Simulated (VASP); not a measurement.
Wanted: the native input for a VASP 6.6.1 run.

```
Task                   : single point
Functional             : PBEsol
Potentials or basis    : VASP PAW PBE potentials, release 64 (Sb)
Cutoff                 : 520 eV
k mesh                 : 11 × 11 × 1
Occupations            : fermi-dirac, width 0.1 eV
Spin                   : no spin polarisation
Dipole correction      : yes
Further INCAR settings : ALGO = Normal; EDIFF = 1e-06; NBANDS = 20
```

The structure of Sb lies in POSCAR:

```
Sb
1.0
    3.3338465325      0.0000000000      0.0000000000
    0.0000000000      3.3338465325      0.0000000000
    0.0000000000      0.0000000000     15.9599000000
Sb
5
Direct
    0.0000000000      0.0000000000      0.2193002456
    0.5000000000      0.5000000000      0.3498306419
    0.0000000000      0.0000000000      0.4999998141
    0.5000000000      0.5000000000      0.6501692899
    0.0000000000      0.0000000000      0.7806997544
```

These files were run (other wordings do the same):

INCAR

```
ALGO = Normal
DIPOL = 0.5 0.5 0.500
EDIFF = 1E-6
ENCUT = 520
GGA = PS
IDIPOL = 3
ISIF = 2
ISMEAR = -1
LASPH = T
LCHARG = F
LDIPOL = T
LREAL = F
LWAVE = F
NBANDS = 20
NELM = 100
PREC = Accurate
SIGMA = 0.1
```

KPOINTS

```
k-points
0
Gamma
  11 11 1
```

Potentials or basis: VASP PAW PBE potentials, release 64 (Sb).

Command:

```sh
$ cat potpaw_PBE.64/Sb/POTCAR > POTCAR
$ mpirun -np 1 vasp_std > vasp.out
```

It gave:

```json
{
 "Largest force": "0.015 eV/Å"
}
```

Caveat: the PAW data sets were made with another functional, which shifts forces and pressure a little.

Wall time 46 s on 1 thread of Intel(R) Xeon(R) 6975P-C (Granite Rapids), on a shared host, peak memory 0.29 GiB.
